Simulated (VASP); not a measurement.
# ZnSe (I-4m2) in VASP: notebook

The runs below take ZnSe through electric field gradients, with LDA.

Everything below comes from runs of VASP 6.6.1. Logs are shortened: lines on timing, memory, paths and dates and some standing lists are left out, and cuts for length are marked.

## Step 1: The cell of the first run

It takes space group I-4m2 (No. 119, tetragonal). The conventional cell has a = 4.008 Å, b = 4.008 Å, c = 5.498 Å, α = 90.00°, β = 90.00°, γ = 90.00°. Within 3.2 Å of Zn (site symmetry -4m2) lie 4 Se at 2.43 Å. Se (site symmetry -4m2) has 4 Zn at 2.43 Å within 3.2 Å.

## Step 2: Electric field gradients, LDA (zz strain of -3 %)

INCAR reads:

```
  PREC = Accurate
  ENCUT = 520
  EDIFF = 1E-8
  ISMEAR = -1
  SIGMA = 0.03
  LREAL = F
  LASPH = T
  NELM = 80
  ALGO = Normal
  ISIF = 2
  LWAVE = F
  LCHARG = F
  LEFG = T
  NBANDS = 16
```

KPOINTS reads:

```
regular mesh
0
Gamma
  8 8 8
```

POSCAR reads:

```
ZnSe
1.0
    0.0000000000      2.8338000000      2.7487860000
    2.8338000000      0.0000000000      2.7487860000
    2.8338000000      2.8338000000      0.0000000000
Zn Se
1 1
Direct
    0.0000000000      0.0000000000      0.0000000000
    0.7500000000      0.7500000000      0.7500000000
```

Potentials or basis: VASP PAW LDA potentials, release 64 (Zn, Se).

Launch:

```bash
$ cat potpaw_LDA.64/Zn/POTCAR potpaw_LDA.64/Se/POTCAR > POTCAR
$ mpirun -np 1 vasp_std > vasp.out
```

OUTCAR:

```text
PREC = Accurate
   ENCUT = 520
   EDIFF = 1E-8
   ISMEAR = -1
   LREAL = F
   LASPH = T
   NELM = 80
   ISIF = 2

 ion  position               nearest neighbor table
   1  0.000  0.000  0.000-   2 2.43   2 2.43   2 2.43   2 2.43
   2  0.750  0.750  0.750-   1 2.43   1 2.43   1 2.43   1 2.43

  LATTYP: Found a body centered tetragonal cell.
 ALAT       =     4.0075983931
 C/A-ratio  =     1.3717871555

  Lattice vectors:

 A1 = (   0.0000000000,  -2.8338000000,  -2.7487860000)
 A2 = (   0.0000000000,   2.8338000000,  -2.7487860000)
 A3 = (   2.8338000000,   0.0000000000,   2.7487860000)

Analysis of symmetry for initial positions (statically):
=====================================================================
 Subroutine PRICEL returns:
 Original cell was already a primitive cell.

 Routine SETGRP: Setting up the symmetry group for a
 body centered tetragonal supercell.

 Subroutine GETGRP returns: Found  8 space group operations
 (whereof  8 operations were pure point group operations)
 out of a pool of 16 trial point group operations.

The static configuration has the point symmetry D_2d.

Analysis of symmetry for dynamics (positions and initial velocities):
=====================================================================
 Subroutine PRICEL returns:
 Original cell was already a primitive cell.

 Routine SETGRP: Setting up the symmetry group for a
 body centered tetragonal supercell.

 Subroutine GETGRP returns: Found  8 space group operations
 (whereof  8 operations were pure point group operations)
 out of a pool of 16 trial point group operations.

The dynamic configuration has the point symmetry D_2d.

 Subroutine INISYM returns: Found  8 space group operations
 (whereof  8 operations are pure point group operations),
 and found     1 'primitive' translations

----------------------------------------------------------------------------------------

                                     Primitive cell

  volume of cell :      44.1478

  direct lattice vectors                    reciprocal lattice vectors
     0.000000000  2.833800000  2.748786000    -0.176441527  0.176441527  0.181898482
     2.833800000  0.000000000  2.748786000     0.176441527 -0.176441527  0.181898482
[... 124 lines left out ...]

 Free energy of the ion-electron system (eV)
  ---------------------------------------------------
  ext. energy  EPLUGINS =         0.00000000
  ---------------------------------------------------
  free energy    TOTEN  =        -7.36580457 eV

  energy without entropy =       -7.36580457  energy(sigma->0) =       -7.36580457

 E-fermi :   2.4344     XC(G=0):  -9.8353

 val. band max:        1.8511069963   @ k =   0.0000   0.0000   0.0000
 cond. band min:       2.9690047071   @ k =   0.0000   0.0000   0.0000
 fundamental gap:      1.1178977108
 Fermi energy:         2.4343727644

 k-point     1 :       0.0000    0.0000    0.0000
  band No.  band energies     occupation
      1     -11.7080      2.00000
      2      -5.0158      2.00000
      3      -5.0158      2.00000
      4      -5.0028      2.00000
      5      -4.6294      2.00000
      6      -4.6222      2.00000
[... 433 lines left out ...]
      3      -4.9039      2.00000
      4      -4.8318      2.00000
      5      -4.6268      2.00000
      6      -4.6035      2.00000
[... 8 lines left out ...]
     15      13.4007      0.00000
     16      14.1464      0.00000

 [... further k-points ...]

------------------------ aborting loop because EDIFF is reached ----------------------------------------

  FORCE on cell =-STRESS in cart. coord.  units (eV):
  Direction    XX          YY          ZZ          XY          YZ          ZX
  --------------------------------------------------------------------------------------
  -------------------------------------------------------------------------------------
  Total       -0.4454285     -0.4454285     -0.1369316      0.0000000      0.0000000     -0.0000000
  in kB      -16.1651339    -16.1651339     -4.9694103      0.0000000      0.0000000     -0.0000000
  external PRESSURE =     -12.4332260 kB  Pullay stress =       0.0000000 kB

 VOLUME and BASIS-vectors are now :
 -----------------------------------------------------------------------------
  energy-cutoff  :      520.00
  volume of cell :       44.15
      direct lattice vectors                 reciprocal lattice vectors
     0.000000000  2.833800000  2.748786000    -0.176441527  0.176441527  0.181898482
     2.833800000  0.000000000  2.748786000     0.176441527 -0.176441527  0.181898482
     2.833800000  2.833800000  0.000000000     0.176441527  0.176441527 -0.181898482

 POSITION                                       TOTAL-FORCE (eV/Angst)
 -----------------------------------------------------------------------------------
      0.00000      0.00000      0.00000        -0.000000     -0.000000     -0.000000
      4.25070      4.25070      4.12318         0.000000      0.000000      0.000000
 -----------------------------------------------------------------------------------
    total drift:                                0.000000      0.000000      0.000001

  FREE ENERGIE OF THE ION-ELECTRON SYSTEM (eV)
  ---------------------------------------------------
  free  energy   TOTEN  =        -7.3658045714 eV

  energy  without entropy=       -7.3658045713  energy(sigma->0) =       -7.36580457

 Electric field gradients (V/A^2)
---------------------------------------------------------------------
 ion       V_xx      V_yy      V_zz      V_xy      V_xz      V_yz
---------------------------------------------------------------------
   1      -2.633    -2.633     5.266     0.001     0.005     0.005
   2       6.179     6.179   -12.358     0.000     0.000     0.000
---------------------------------------------------------------------

 Electric field gradients after diagonalization (V/A^2)
 (convention: |V_zz| > |V_xx| > |V_yy|)
----------------------------------------------------------------------
 ion       V_xx      V_yy      V_zz     asymmetry (V_yy - V_xx)/ V_zz
----------------------------------------------------------------------
   1      -2.634    -2.632     5.266       0.001
   2       6.179     6.179   -12.358       0.000
----------------------------------------------------------------------

           NMR quadrupolar parameters

 Cq : quadrupolar parameter    Cq=e*Q*V_zz/h
 eta: asymmetry parameters     (V_yy - V_xx)/ V_zz
 Q  : nuclear electric quadrupole moment in mb (millibarn)
----------------------------------------------------------------------
 ion       Cq(MHz)       eta       Q (mb)
----------------------------------------------------------------------
   1       0.013       0.001       1.000
   2      -0.030       0.000       1.000
----------------------------------------------------------------------
```

Run time: 19 s. Hardware: 1 thread of Intel Xeon 6975P-C (Granite Rapids), shared host; peak memory 0.17 GiB.

What came out:

```
Free energy            : -7.3658 eV
Pressure               : -1.2 GPa
Band gap on the k mesh : 1.12 eV, direct
```

Electric field gradients, principal values (V/Å²):
```
atom   least  middle  greatest (by size)
1 Zn  -2.632  -2.634               5.266
2 Se   6.179   6.179             -12.358
```

Caveat: the cell differs from its parent crystal (zz strain of -3 %); without QUAD_EFG the Cq values of the log hold for a quadrupole moment of 1 mb, not for the nuclei.

## Step 3: Electric field gradients, LDA (zz strain of +3 %)

INCAR reads:

```
PREC     = Accurate       # precision mode
ENCUT    = 520            # plane-wave cutoff, eV
EDIFF    = 1E-8           # SCF threshold, eV
ISMEAR   = -1             # smearing method
SIGMA    = 0.03           # smearing width, eV
LREAL    = False          # projectors in reciprocal space
LASPH    = True           # aspherical terms in the spheres
NELM     = 60             # most SCF steps
ALGO     = Normal         # electronic algorithm
ISIF     = 2              # what is computed and relaxed
LWAVE    = False          # write WAVECAR
LCHARG   = False          # write CHGCAR
LEFG     = True         
NBANDS   = 16             # bands
```

KPOINTS is that of step 2.

POSCAR reads:

```
ZnSe
1.0
    0.0000000000      2.8338000000      2.9188140000
    2.8338000000      0.0000000000      2.9188140000
    2.8338000000      2.8338000000      0.0000000000
Zn Se
1 1
Direct
    0.0000000000      0.0000000000      0.0000000000
    0.7500000000      0.7500000000      0.7500000000
```

Potentials or basis: VASP PAW LDA potentials, release 64 (Zn, Se).

Launch:

```bash
$ cat potpaw_LDA.64/Zn/POTCAR potpaw_LDA.64/Se/POTCAR > POTCAR
$ mpirun -np 1 vasp_std > vasp.out
```

OUTCAR:

```text
PREC = Accurate
   ENCUT = 520
   EDIFF = 1E-8
   ISMEAR = -1
   LREAL = False
   LASPH = True
   NELM = 60
   ISIF = 2

 ion  position               nearest neighbor table
   1  0.000  0.000  0.000-   2 2.48   2 2.48   2 2.48   2 2.48
   2  0.750  0.750  0.750-   1 2.48   1 2.48   1 2.48   1 2.48

  LATTYP: Found a body centered tetragonal cell.
 ALAT       =     4.0075983931
 C/A-ratio  =     1.4566399692

  Lattice vectors:

 A1 = (  -2.8338000000,   0.0000000000,   2.9188140000)
 A2 = (   2.8338000000,   0.0000000000,   2.9188140000)
 A3 = (   0.0000000000,   2.8338000000,  -2.9188140000)

Analysis of symmetry for initial positions (statically):
=====================================================================
 Subroutine PRICEL returns:
 Original cell was already a primitive cell.

 Routine SETGRP: Setting up the symmetry group for a
 body centered tetragonal supercell.

 Subroutine GETGRP returns: Found  8 space group operations
 (whereof  8 operations were pure point group operations)
 out of a pool of 16 trial point group operations.

The static configuration has the point symmetry D_2d.

Analysis of symmetry for dynamics (positions and initial velocities):
=====================================================================
 Subroutine PRICEL returns:
 Original cell was already a primitive cell.

 Routine SETGRP: Setting up the symmetry group for a
 body centered tetragonal supercell.

 Subroutine GETGRP returns: Found  8 space group operations
 (whereof  8 operations were pure point group operations)
 out of a pool of 16 trial point group operations.

The dynamic configuration has the point symmetry D_2d.

[... 157 lines left out ...]
      4      -5.3159      2.00000
      5      -4.9899      2.00000
      6      -4.9851      2.00000
[... 433 lines left out ...]
      3      -5.2315      2.00000
      4      -5.1472      2.00000
      5      -4.9824      2.00000
      6      -4.9657      2.00000
[... 8 lines left out ...]
     15      12.7431      0.00000
     16      13.4649      0.00000

 [... further k-points ...]

------------------------ aborting loop because EDIFF is reached ----------------------------------------

  FORCE on cell =-STRESS in cart. coord.  units (eV):
  Direction    XX          YY          ZZ          XY          YZ          ZX
  --------------------------------------------------------------------------------------
  -------------------------------------------------------------------------------------
  Total       -1.2481573     -1.2481573     -1.6092856      0.0000000     -0.0000000      0.0000000
  in kB      -42.6584513    -42.6584513    -55.0007855      0.0000000     -0.0000000      0.0000000
  external PRESSURE =     -46.7725627 kB  Pullay stress =       0.0000000 kB

 VOLUME and BASIS-vectors are now :
 -----------------------------------------------------------------------------
  energy-cutoff  :      520.00
  volume of cell :       46.88
      direct lattice vectors                 reciprocal lattice vectors
     0.000000000  2.833800000  2.918814000    -0.176441527  0.176441527  0.171302454
     2.833800000  0.000000000  2.918814000     0.176441527 -0.176441527  0.171302454
     2.833800000  2.833800000  0.000000000     0.176441527  0.176441527 -0.171302454

 POSITION                                       TOTAL-FORCE (eV/Angst)
 -----------------------------------------------------------------------------------
      0.00000      0.00000      0.00000         0.000000      0.000000     -0.000000
      4.25070      4.25070      4.37822        -0.000000     -0.000000      0.000000
 -----------------------------------------------------------------------------------
    total drift:                                0.000001      0.000001      0.000000

  FREE ENERGIE OF THE ION-ELECTRON SYSTEM (eV)
  ---------------------------------------------------
  free  energy   TOTEN  =        -7.3137347794 eV

  energy  without entropy=       -7.3137347779  energy(sigma->0) =       -7.31373478

 Electric field gradients (V/A^2)
---------------------------------------------------------------------
 ion       V_xx      V_yy      V_zz      V_xy      V_xz      V_yz
---------------------------------------------------------------------
   1       2.376     2.376    -4.753     0.000    -0.001    -0.001
   2      -6.407    -6.407    12.815    -0.000    -0.000    -0.000
---------------------------------------------------------------------

 Electric field gradients after diagonalization (V/A^2)
 (convention: |V_zz| > |V_xx| > |V_yy|)
----------------------------------------------------------------------
 ion       V_xx      V_yy      V_zz     asymmetry (V_yy - V_xx)/ V_zz
----------------------------------------------------------------------
   1       2.377     2.376    -4.753       0.000
   2      -6.407    -6.407    12.815       0.000
----------------------------------------------------------------------

           NMR quadrupolar parameters

 Cq : quadrupolar parameter    Cq=e*Q*V_zz/h
 eta: asymmetry parameters     (V_yy - V_xx)/ V_zz
 Q  : nuclear electric quadrupole moment in mb (millibarn)
----------------------------------------------------------------------
 ion       Cq(MHz)       eta       Q (mb)
----------------------------------------------------------------------
   1      -0.011       0.000       1.000
   2       0.031       0.000       1.000
----------------------------------------------------------------------
```

Wall time 19 s (1 thread of Intel Xeon 6975P-C (Granite Rapids), shared host); peak memory 0.17 GiB.

What came out:

| Property | Result |
| --- | --- |
| Free energy | -7.3137 eV |
| Pressure | -4.7 GPa |
| Band gap on the k mesh | 0.91 eV, direct |

Stress tensor (GPa, compression positive):
```
-4.27  0.00  0.00
 0.00 -4.27  0.00
 0.00  0.00 -5.50
```

Electric field gradients, principal values (V/Å²):
```csv
atom,least,middle,greatest (by size)
1 Zn,2.376,2.377,-4.753
2 Se,-6.407,-6.407,12.815
```

Caveat: the cell differs from its parent crystal (zz strain of +3 %); without QUAD_EFG the Cq values of the log hold for a quadrupole moment of 1 mb, not for the nuclei.
